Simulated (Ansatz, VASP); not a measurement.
One calculation of CdSe, two programs

File INCAR:

```
SYSTEM = CdSe
ALGO     = Normal         ! electronic algorithm
EDIFF    = 1E-7           ! SCF threshold, eV
ENCUT    = 520            ! plane-wave cutoff, eV
GGA      = RP             ! functional
ISIF     = 2              ! what is computed and relaxed
ISMEAR   = -1             ! smearing method
LASPH    = .True.         ! aspherical terms in the spheres
LCHARG   = .True.         ! write CHGCAR
LELF     = .True.         ! ELF
LREAL    = .False.        ! projectors in reciprocal space
LVHAR    = .True.       
LWAVE    = .False.        ! write WAVECAR
NBANDS   = 16             ! bands
NELM     = 60             ! most SCF steps
PREC     = Accurate       ! precision mode
SIGMA    = 0.05           ! smearing width, eV
```

The input KPOINTS:

```
k-points
0
Gamma
  8 8 8
  0 0 0
```

POSCAR

```
CdSe
1.0
    0.0000000000      3.0287759606      3.0287759606
    3.0287759606      0.0000000000      3.0287759606
    3.0287759606      3.0287759606      0.0000000000
Cd Se
1 1
Direct
    0.0000000000      0.0000000000      0.0000000000
    0.2500000000      0.2500000000      0.2500000000
```

File input.yaml:

```yaml
crystal:
  lattice:
    - [0.0, 3.0287759606, 3.0287759606]
    - [3.0287759606, 0.0, 3.0287759606]
    - [3.0287759606, 3.0287759606, 0.0]
  atoms:
    - { symbol: Cd, position: [0.0, 0.0, 0.0] }
    - { symbol: Se, position: [0.25, 0.25, 0.25] }
hamiltonian:
  xc: rpbe
  pseudopotentials: { kind: paw }
kpoints:
  mp_grid: { grid: [8, 8, 8] }
scf:
  occupations: { method: fermi_dirac, width: 0.05 }
output:
  forces: true
  stress: true
  eigenvalues: true
```

Alike in both runs: task single point; functional RPBE; k mesh 8 × 8 × 8; occupations fermi-dirac, width 0.05 eV; no spin polarisation.

|  | VASP | Ansatz |
| --- | --- | --- |
| version | VASP 6.6.1 | Ansatz 0.2.0 |
| potentials or method | VASP PAW PBE potentials, release 64 (Cd, Se) | Ansatz PAW |
| plane-wave cutoff (eV) | 520 | 420 |
| valence electrons in the cell | 18 | 36 |

|  | VASP | Ansatz | Ansatz less VASP |
| --- | --- | --- | --- |
| gap on the k mesh at the Fermi level (eV) | 0.81 | 0.81 | +0.001 |
| least direct gap on the mesh (eV) | 0.81 | 0.81 | +0.001 |
| pressure (GPa) | 5.9 | 5.6 | -0.34 |

VASP's potentials were made for PBE, not for RPBE. With one functional, cell and mesh, what is left measures potentials, basis and numerics. VASP's potentials hold 18 valence electrons a cell and Ansatz's 36, so a difference there can come from the potentials and not from the codes.
